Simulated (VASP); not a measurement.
# Rb2CuBiI6 (Fm-3m) in VASP: single point with LDA

Aim: the single point of Rb2CuBiI6 with LDA.

Everything below comes from runs of VASP 6.6.1. Logs are shortened: lines on timing, memory, paths and dates and some standing lists are left out, and cuts for length are marked.

## 1. The cell of the first run

Symmetry: Fm-3m, No. 225, cubic system. Conventional cell: a = 11.891 Å, b = 11.891 Å, c = 11.891 Å, α = 90.00°, β = 90.00°, γ = 90.00°. Within 5.5 Å of Rb (site symmetry -43m) lie 12 I at 4.21 Å and 4 Cu at 5.15 Å and 4 Bi at 5.15 Å. Cu (site symmetry m-3m) has 6 I at 2.85 Å within 3.8 Å. Within 4.1 Å of Bi (site symmetry m-3m) lie 6 I at 3.10 Å. Within 3.8 Å of I (site symmetry 4mm) lie 1 Cu at 2.85 Å and 1 Bi at 3.10 Å.

## 2. Single point, LDA

INCAR reads:

```
ALGO = Normal
EDIFF = 1E-6
ENCUT = 520
GGA = CA
ISIF = 2
ISMEAR = 0
LASPH = T
LCHARG = F
LREAL = F
LWAVE = F
NBANDS = 54
NELM = 80
PREC = Accurate
SIGMA = 0.01
```

KPOINTS reads:

```
k-points
0
Gamma
  3 3 3
```

POSCAR reads:

```
Rb2CuBiI6
1.0
    0.0000000000      5.9455740000      5.9455740000
    5.9455740000      0.0000000000      5.9455740000
    5.9455740000      5.9455740000      0.0000000000
Rb Cu Bi I
2 1 1 6
Direct
    0.7500000000      0.7500000000      0.7500000000
    0.2500000000      0.2500000000      0.2500000000
    0.5000000000      0.5000000000      0.5000000000
    0.0000000000      0.0000000000      0.0000000000
    0.7393650000      0.2606350000      0.2606350000
    0.2606350000      0.2606350000      0.7393650000
    0.2606350000      0.7393650000      0.7393650000
    0.2606350000      0.7393650000      0.2606350000
    0.7393650000      0.2606350000      0.7393650000
    0.7393650000      0.7393650000      0.2606350000
```

Potentials or basis: VASP PAW LDA potentials, release 64 (Rb_sv, Cu, Bi_d, I).

Started as:

```console
$ cat potpaw_LDA.64/Rb_sv/POTCAR potpaw_LDA.64/Cu/POTCAR potpaw_LDA.64/Bi_d/POTCAR potpaw_LDA.64/I/POTCAR > POTCAR
$ mpirun -np 1 vasp_std > vasp.out
```

OUTCAR:

```text
EDIFF = 1E-6
   ENCUT = 520
   GGA = CA
   ISIF = 2
   ISMEAR = 0
   LASPH = T
   LREAL = F
   NELM = 80
   PREC = Accurate

 ion  position               nearest neighbor table
   1  0.750  0.750  0.750-   6 4.21   7 4.21   8 4.21   5 4.21   6 4.21   9 4.21   5 4.21   8 4.21
                            10 4.21   7 4.21   9 4.21  10 4.21
   2  0.250  0.250  0.250-   5 4.21   6 4.21   8 4.21   6 4.21   7 4.21   9 4.21   7 4.21   8 4.21
                            10 4.21   5 4.21   9 4.21  10 4.21
   3  0.500  0.500  0.500-   5 2.85   6 2.85   7 2.85   8 2.85   9 2.85  10 2.85
   4  0.000  0.000  0.000-   5 3.10   6 3.10   7 3.10   8 3.10   9 3.10  10 3.10
   5  0.739  0.261  0.261-   3 2.85   4 3.10   2 4.21   2 4.21   1 4.21   1 4.21
   6  0.261  0.261  0.739-   3 2.85   4 3.10   2 4.21   2 4.21   1 4.21   1 4.21
   7  0.261  0.739  0.739-   3 2.85   4 3.10   1 4.21   2 4.21   2 4.21   1 4.21
   8  0.261  0.739  0.261-   3 2.85   4 3.10   2 4.21   2 4.21   1 4.21   1 4.21
   9  0.739  0.261  0.739-   3 2.85   4 3.10   1 4.21   2 4.21   2 4.21   1 4.21
  10  0.739  0.739  0.261-   3 2.85   4 3.10   1 4.21   2 4.21   2 4.21   1 4.21

  LATTYP: Found a face centered cubic cell.
 ALAT       =    11.8911480000

  Lattice vectors:

 A1 = (   0.0000000000,   5.9455740000,   5.9455740000)
 A2 = (   5.9455740000,   0.0000000000,   5.9455740000)
 A3 = (   5.9455740000,   5.9455740000,   0.0000000000)

Analysis of symmetry for initial positions (statically):
=====================================================================
 Subroutine PRICEL returns:
 Original cell was already a primitive cell.

 Routine SETGRP: Setting up the symmetry group for a
 face centered cubic supercell.

 Subroutine GETGRP returns: Found 48 space group operations
 (whereof 48 operations were pure point group operations)
 out of a pool of 48 trial point group operations.

The static configuration has the point symmetry O_h .

Analysis of symmetry for dynamics (positions and initial velocities):
=====================================================================
 Subroutine PRICEL returns:
 Original cell was already a primitive cell.

 Routine SETGRP: Setting up the symmetry group for a
 face centered cubic supercell.

 Subroutine GETGRP returns: Found 48 space group operations
 (whereof 48 operations were pure point group operations)
 out of a pool of 48 trial point group operations.

The dynamic configuration has the point symmetry O_h .

 Subroutine INISYM returns: Found 48 space group operations
 (whereof 48 operations are pure point group operations),
 and found     1 'primitive' translations

----------------------------------------------------------------------------------------

                                     Primitive cell

  volume of cell :     420.3503

  direct lattice vectors                    reciprocal lattice vectors
     0.000000000  5.945574000  5.945574000    -0.084096170  0.084096170  0.084096170
     5.945574000  0.000000000  5.945574000     0.084096170 -0.084096170  0.084096170
     5.945574000  5.945574000  0.000000000     0.084096170  0.084096170 -0.084096170

  length of vectors
     8.408311387  8.408311387  8.408311387     0.145658839  0.145658839  0.145658839

  position of ions in fractional coordinates (direct lattice)
     0.750000000  0.750000000  0.750000000
     0.250000000  0.250000000  0.250000000
     0.500000000  0.500000000  0.500000000
     0.000000000  0.000000000  0.000000000
     0.739365000  0.260635000  0.260635000
     0.260635000  0.260635000  0.739365000
     0.260635000  0.739365000  0.739365000
     0.260635000  0.739365000  0.260635000
     0.739365000  0.260635000  0.739365000
     0.739365000  0.739365000  0.260635000

  ion indices of the primitive-cell ions
   primitive index   ion index
                 1           1
                 2           2
                 3           3
                 4           4
                 5           5
                 6           6
                 7           7
                 8           8
                 9           9
                10          10

----------------------------------------------------------------------------------------

 KPOINTS: k-points

Automatic generation of k-mesh.
 Grid dimensions read from file:
 generate k-points for:    3    3    3

 Generating k-lattice:

  Cartesian coordinates                     Fractional coordinates (reciprocal lattice)
    -0.028032057  0.028032057  0.028032057     0.333333333  0.000000000  0.000000000
     0.028032057 -0.028032057  0.028032057     0.000000000  0.333333333  0.000000000
     0.028032057  0.028032057 -0.028032057     0.000000000  0.000000000  0.333333333

  Length of vectors
     0.048552946  0.048552946  0.048552946

  Shift w.r.t. Gamma in fractional coordinates (k-lattice)
     0.000000000  0.000000000  0.000000000

 Subroutine IBZKPT returns following result:
 ===========================================

 Found      4 irreducible k-points:

 Following reciprocal coordinates:
            Coordinates               Weight
  0.000000  0.000000  0.000000      1.000000
  0.333333  0.000000  0.000000      8.000000
  0.333333  0.333333  0.000000      6.000000
 -0.333333  0.333333  0.000000     12.000000
   k-points           NKPTS =      4   k-points in BZ     NKDIM =      4   number of bands    NBANDS=     54
   number of dos      NEDOS =    301   number of ions     NIONS =     10
   total plane-waves  NPLWV = 262144
   dimension x,y,z NGX =    64 NGY =   64 NGZ =   64
   dimension x,y,z NGXF=   128 NGYF=  128 NGZF=  128
   ions per type =               2   1   1   6
   NGX,Y,Z   is equivalent  to a cutoff of  12.65, 12.65, 12.65 a.u.
   NGXF,Y,Z  is equivalent  to a cutoff of  25.31, 25.31, 25.31 a.u.
 SYSTEM =  unknown system
   PREC   = accura    normal or accurate (medium, high low for compatibility)
   ISTART =      0    job   : 0-new  1-cont  2-samecut
   ICHARG =      2    charge: 1-file 2-atom 10-const
   ISPIN  =      1    spin polarized calculation?
   LNONCOLLINEAR =      F non collinear calculations
   LSORBIT =      F    spin-orbit coupling
   LASPH  =      T    aspherical Exc in radial PAW
   ENCUT  =  520.0 eV  38.22 Ry    6.18 a.u.  15.63 15.63 15.63*2*pi/ulx,y,z
   NELM   =     80;   NELMIN=  2; NELMDL= -5     # of ELM steps
   EDIFF  = 0.1E-05   stopping-criterion for ELM
   LREAL  =      F    real-space projection
   EDIFFG = 0.1E-04   stopping-criterion for IOM
   NSW    =      0    number of steps for IOM
   IBRION =     -1    ionic relax: 0-MD 1-quasi-New 2-CG
   NFREE  =      0    steps in history (QN), initial steepest desc. (CG)
   ISIF   =      2    stress and relaxation
   ISYM   =      2    0-nonsym 1-usesym 2-fastsym
   POTIM  = 0.5000    time-step for ionic-motion
   TEBEG  =    0.0;   TEEND  =   0.0 temperature during run
   PSTRESS=    0.0 pullay stress
   NELECT =      86.0000    total number of electrons
   NUPDOWN=      -1.0000    fix difference up-down
   EMIN   =  10.00;   EMAX   =-10.00  energy-range for DOS
   EFERMI =   0.00;   METHOD = LEGACY
   ISMEAR =     0;   SIGMA  =   0.01  broadening in eV -4-tet -1-fermi 0-gaus
   EFERMI_NEDOS =   21; number of points for ismear=-14 and -15
   IALGO  =     38    algorithm
   IMIX   =      4    mixing-type and parameters
     AMIX     =   0.40;   BMIX     =  1.00
     AMIX_MAG =   1.60;   BMIX_MAG =  1.00
  volume/ion in A,a.u.               =      42.04       283.67
  Fermi-wavevector in a.u.,A,eV,Ry     =   0.964652  1.822927 12.660940  0.930553
  Thomas-Fermi vector in A             =   2.094301
   LORBIT       =      0    0 simple, 1 ext, 2 COOP (PROOUT), +10 PAW based schemes
   GGA     = CA    functional components
   LHFCALC =     F    Hartree Fock is set to
   AEXX    =    0.0000 exact exchange contribution
   IVDW    =     0    specifies the selected vdW correction
   LEPSILON=     F    determine dielectric tensor
   LRPA    =     F    only Hartree local field effects (RPA)
 non-spin polarized calculation
 Gauss-broadening in eV      SIGMA  =   0.01
  energy-cutoff  :      520.00
  volume of cell :      420.35
 maximum number of plane-waves:     11351
 NGX is ok and might be reduce to    64
   NGX = 31   NGY = 31   NGZ = 31

 number of electron      86.0000006 magnetization

 Free energy of the ion-electron system (eV)
  ---------------------------------------------------
  ext. energy  EPLUGINS =         0.00000000
  ---------------------------------------------------
  free energy    TOTEN  =       -30.59766175 eV

  energy without entropy =      -30.59766175  energy(sigma->0) =      -30.59766175

 E-fermi :   1.7999     XC(G=0):  -8.1543

 val. band max:        1.7125516922   @ k =   0.0000   0.0000   0.0000
 cond. band min:       2.5072177054   @ k =   0.3333   0.0000   0.0000
 fundamental gap:      0.7946660132
 Fermi energy:         1.7999300847

 k-point     1 :       0.0000    0.0000    0.0000
  band No.  band energies     occupation
      1     -24.5768      2.00000
      2     -24.5764      2.00000
      3     -21.2661      2.00000
      4     -21.2661      2.00000
      5     -21.2426      2.00000
      6     -21.2426      2.00000
[... 46 lines left out ...]
     53       6.5801      0.00000
     54       6.5801      0.00000

 k-point     2 :       0.3333    0.0000    0.0000
  band No.  band energies     occupation
      1     -24.5767      2.00000
      2     -24.5765      2.00000
      3     -21.2662      2.00000
      4     -21.2662      2.00000
      5     -21.2426      2.00000
      6     -21.2426      2.00000
[... 46 lines left out ...]
     53       7.2631      0.00000
     54       7.2631      0.00000

 k-point     3 :       0.3333    0.3333    0.0000
  band No.  band energies     occupation
      1     -24.5767      2.00000
      2     -24.5765      2.00000
      3     -21.2661      2.00000
      4     -21.2661      2.00000
      5     -21.2426      2.00000
      6     -21.2426      2.00000
[... 46 lines left out ...]
     53       7.5356      0.00000
     54       7.5932      0.00000

 k-point     4 :      -0.3333    0.3333    0.0000
  band No.  band energies     occupation
      1     -24.5766      2.00000
      2     -24.5766      2.00000
      3     -21.2661      2.00000
      4     -21.2661      2.00000
      5     -21.2426      2.00000
      6     -21.2426      2.00000
[... 46 lines left out ...]
     53       7.4430      0.00000
     54       7.5066      0.00000

------------------------ aborting loop because EDIFF is reached ----------------------------------------

  FORCE on cell =-STRESS in cart. coord.  units (eV):
  Direction    XX          YY          ZZ          XY          YZ          ZX
  --------------------------------------------------------------------------------------
  -------------------------------------------------------------------------------------
  Total       -6.0063140     -6.0063140     -6.0063140     -0.0000000      0.0000000      0.0000000
  in kB      -22.8932394    -22.8932394    -22.8932394     -0.0000000      0.0000000      0.0000000
  external PRESSURE =     -22.8932394 kB  Pullay stress =       0.0000000 kB

 VOLUME and BASIS-vectors are now :
 -----------------------------------------------------------------------------
  energy-cutoff  :      520.00
  volume of cell :      420.35
      direct lattice vectors                 reciprocal lattice vectors
     0.000000000  5.945574000  5.945574000    -0.084096170  0.084096170  0.084096170
     5.945574000  0.000000000  5.945574000     0.084096170 -0.084096170  0.084096170
     5.945574000  5.945574000  0.000000000     0.084096170  0.084096170 -0.084096170

 POSITION                                       TOTAL-FORCE (eV/Angst)
 -----------------------------------------------------------------------------------
      8.91836      8.91836      8.91836        -0.000000     -0.000000     -0.000000
      2.97279      2.97279      2.97279        -0.000000     -0.000000      0.000000
      5.94557      5.94557      5.94557        -0.000000     -0.000000      0.000000
      0.00000      0.00000      0.00000        -0.000000     -0.000000      0.000000
      3.09925      5.94557      5.94557         0.071347     -0.000000      0.000000
      5.94557      5.94557      3.09925        -0.000000     -0.000000      0.071347
      8.79190      5.94557      5.94557        -0.071347     -0.000000      0.000000
      5.94557      3.09925      5.94557        -0.000000      0.071347      0.000000
      5.94557      8.79190      5.94557        -0.000000     -0.071347      0.000000
      5.94557      5.94557      8.79190        -0.000000     -0.000000     -0.071347
 -----------------------------------------------------------------------------------
    total drift:                               -0.000000      0.000000      0.000000

  FREE ENERGIE OF THE ION-ELECTRON SYSTEM (eV)
  ---------------------------------------------------
  free  energy   TOTEN  =       -30.5976617508 eV

  energy  without entropy=      -30.5976617508  energy(sigma->0) =      -30.59766175
```

Wall time 1.8 min (1 thread of Intel Xeon Platinum 8488C (Sapphire Rapids), shared host); peak memory 0.48 GiB.

What came out:

```yaml
Free_energy: -30.5977 eV
Pressure: -2.3 GPa
Largest_force: 0.071 eV/Å
Band_gap_on_the_k_mesh: 0.79 eV, indirect (least direct gap 1.20 eV)
```

Forces in eV/Å, atoms in the order of the input:
```
Rb   0.000  0.000  0.000
Rb   0.000  0.000  0.000
Cu   0.000  0.000  0.000
Bi   0.000  0.000  0.000
I    0.071  0.000  0.000
I    0.000  0.000  0.071
I   -0.071  0.000  0.000
I    0.000  0.071  0.000
I    0.000 -0.071  0.000
I    0.000  0.000 -0.071
```

Caveat: spin-orbit coupling is left out, which moves the levels of the heavy elements. A k mesh can miss the band edges.
